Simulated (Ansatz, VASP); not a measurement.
# VNiC4N4 in VASP and in Ansatz

The input INCAR:

```
SYSTEM = VNiC4N4
  PREC = Accurate
  ENCUT = 520
  EDIFF = 1E-7
  ISMEAR = 0
  SIGMA = 0.1
  LREAL = .False.
  LASPH = .True.
  NELM = 150
  ALGO = Normal
  ISIF = 2
  LWAVE = .False.
  LCHARG = .True.
  ISPIN = 2
  MAGMOM = 2 2 0 0 0 0 0 0 0 0
  LORBIT = 11
  LMAXMIX = 4
  GGA = PE
  LELF = .True.
  LVHAR = .True.
  NBANDS = 44
```

File KPOINTS:

```
Automatic mesh
0
Gamma
  4 4 4
  0 0 0
```

POSCAR

```
VNiC4N4
1.0
    5.8826218900      0.0000000000      0.0000000000
    0.0000000000      5.8826218900      0.0000000000
    0.0000000000      0.0000000000      5.8826218900
V Ni C N
1 1 4 4
Direct
    0.0000000000      0.0000000000      0.0000000000
    0.5000000000      0.5000000000      0.5000000000
    0.1881440800      0.1881440800      0.1881440800
    0.1881440800      0.8118559200      0.8118559200
    0.8118559200      0.1881440800      0.8118559200
    0.8118559200      0.8118559200      0.1881440800
    0.3029738000      0.3029738000      0.3029738000
    0.3029738000      0.6970262000      0.6970262000
    0.6970262000      0.3029738000      0.6970262000
    0.6970262000      0.6970262000      0.3029738000
```

Input for Ansatz:

```yaml
crystal:
  lattice:
    - [5.88262189, 0.0, 0.0]
    - [0.0, 5.88262189, 0.0]
    - [0.0, 0.0, 5.88262189]
  atoms:
    - { symbol: V, position: [0.0, 0.0, 0.0], spin: 2.0 }
    - { symbol: Ni, position: [0.5, 0.5, 0.5], spin: 2.0 }
    - { symbol: C, position: [0.18814408, 0.18814408, 0.18814408] }
    - { symbol: C, position: [0.18814408, 0.81185592, 0.81185592] }
    - { symbol: C, position: [0.81185592, 0.18814408, 0.81185592] }
    - { symbol: C, position: [0.81185592, 0.81185592, 0.18814408] }
    - { symbol: "N", position: [0.3029738, 0.3029738, 0.3029738] }
    - { symbol: "N", position: [0.3029738, 0.6970262, 0.6970262] }
    - { symbol: "N", position: [0.6970262, 0.3029738, 0.6970262] }
    - { symbol: "N", position: [0.6970262, 0.6970262, 0.3029738] }
basis:
  ecutwfc: 420
kpoints:
  mp_grid: { grid: [4, 4, 4] }
hamiltonian:
  xc: pbe
scf:
  occupations: { method: gaussian, width: 0.1 }
  lower_state_search: "off"
output:
  forces: true
  stress: true
  eigenvalues: true
  populations: true
magnetization:
  spin_polarized: true
```

Alike in both runs: task single point; functional PBE; k mesh 4 × 4 × 4; occupations gaussian, width 0.1 eV; collinear spin.

|  | VASP | Ansatz |
| --- | --- | --- |
| version | VASP 6.6.1 | Ansatz 0.2.0 |
| potentials or method | VASP PAW PBE potentials, release 64 (V_sv, Ni, C, N), cutoff 520 eV | scalar-relativistic, plane waves, PAW |
| valence electrons in the cell | 59 | 67 |

|  | VASP | Ansatz | Ansatz less VASP |
| --- | --- | --- | --- |
| gap on the k mesh at the Fermi level (eV) | none | none | - |
| pressure (GPa) | 1.7 | 1.6 | -0.06 |
| rms of the force components (eV/Å) | 0.783 | 0.678 | -0.1052 |
| net moment per atom (μB) | 0.18 | 0.10 | -0.084 |
| size of the moment on the site where the two differ most (μB) | 0.20 | 0.96 | +0.753 |

Site moments also hang on the region over which each program counts them. Atom by atom the forces differ by 0.278 eV/Å (rms over components). A gap of «none» marks a metal or a gap that the smearing closes. VASP's potentials hold 59 valence electrons a cell and Ansatz's 67, so a difference there can come from the potentials and not from the codes. Ansatz's warnings: seeded moment not kept.

Noted on VASP's run: the standard files for N, O and F lose accuracy on very short bonds.
